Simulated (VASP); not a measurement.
Here is a VASP 6.6.1 calculation.

INCAR

```
SYSTEM = Cs2AgBiBr6
PREC = Accurate ; ENCUT = 520
EDIFF = 1E-6 ; ISMEAR = -1
SIGMA = 0.05 ; LREAL = .FALSE.
LASPH = .TRUE. ; NELM = 150
ALGO = Normal ; ISIF = 2
LWAVE = .FALSE. ; LCHARG = .FALSE.
LMAXMIX = 4 ; LDAU = .TRUE.
LDAUTYPE = 2 ; LDAUL = -1 -1 2 -1
LDAUU = 0 0 4 0 ; LDAUJ = 0 0 0 0
LDAUPRINT = 1 ; GGA = PS
NBANDS = 54
```

The input KPOINTS:

```
regular mesh
0
G
  4 4 4
  0 0 0
```

POSCAR

```
Cs2AgBiBr6
1.0
    0.0000000000      5.6161000000      5.6161000000
    5.6161000000      0.0000000000      5.6161000000
    5.6161000000      5.6161000000      0.0000000000
Bi Cs Ag Br
1 2 1 6
Direct
    0.0000000000      0.0000000000      0.0000000000
    0.7500000000      0.7500000000      0.7500000000
    0.2500000000      0.2500000000      0.2500000000
    0.5000000000      0.5000000000      0.5000000000
    0.7494500000      0.7494500000      0.2505500000
    0.2505500000      0.2505500000      0.7494500000
    0.7494500000      0.2505500000      0.2505500000
    0.7494500000      0.2505500000      0.7494500000
    0.2505500000      0.7494500000      0.7494500000
    0.2505500000      0.7494500000      0.2505500000
```

Potentials or basis: VASP PAW PBE potentials, release 64 (Bi_d, Cs_sv, Ag, Br).

Command:

```sh
$ cat potpaw_PBE.64/Bi_d/POTCAR potpaw_PBE.64/Cs_sv/POTCAR potpaw_PBE.64/Ag/POTCAR potpaw_PBE.64/Br/POTCAR > POTCAR
$ mpirun -np 1 vasp_std > vasp.out
```

Q: Estimate the largest force.

A: 0.273 eV/Å.

Q: Predict the pressure.

A: 0.0 GPa.

Q: What does it give for the band gap on the k mesh?

A: 1.50 eV (least direct gap 2.62 eV).

Eigenvalues of the final occupation matrices:
```tsv
site	spin	trace	eigenvalues
site 4 d	1	4.76	0.95 0.95 0.95 0.96 0.96
site 4 d	2	4.76	0.95 0.95 0.95 0.96 0.96
```

Caveat: the PAW data sets were made with another functional, which shifts forces and pressure a little; spin-orbit coupling is left out, which moves the levels of the heavy elements. A k mesh can miss the band edges.
